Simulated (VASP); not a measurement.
Runs of VASP 6.6.1 on Gd. It takes space group P6_3/mmc (No. 194, hexagonal). Conventional cell: a = 3.640 Å, b = 3.640 Å, c = 5.911 Å, α = 90.00°, β = 90.00°, γ = 120.00°. Gd (site symmetry -6m2) has 12 Gd at 3.63 to 3.64 Å within 4.8 Å. 

```csv
k mesh,gap on the mesh (eV),pressure (GPa),moment (μB)
5 × 5 × 3,none,-0.2,15.77
2 × 2 × 1,none,-10.2,(b)
3 × 3 × 2,none,(c),(a)
4 × 4 × 2,none,-0.1,16.15
```

Alike in all rows: task single point; level r2SCAN; potentials or basis VASP PAW PBE potentials, release 64 (Gd); spin collinear, ferromagnetic start; cell as given; cutoff (eV) 520; smearing fermi-dirac 0.05 eV.

Question: Fill in the values left out.

Answer: (a) 16.01; (b) 14.50; (c) -1.2.

Caveats: all runs use coarse meshes; the PAW data sets were made with another functional, which shifts forces and pressure a little; spin-orbit coupling is left out, which moves the levels of the heavy elements.

A k mesh can miss the band edges, and the runs leave out spin-orbit coupling on Gd.

A gap of «none» marks levels without a gap at the run's occupations.
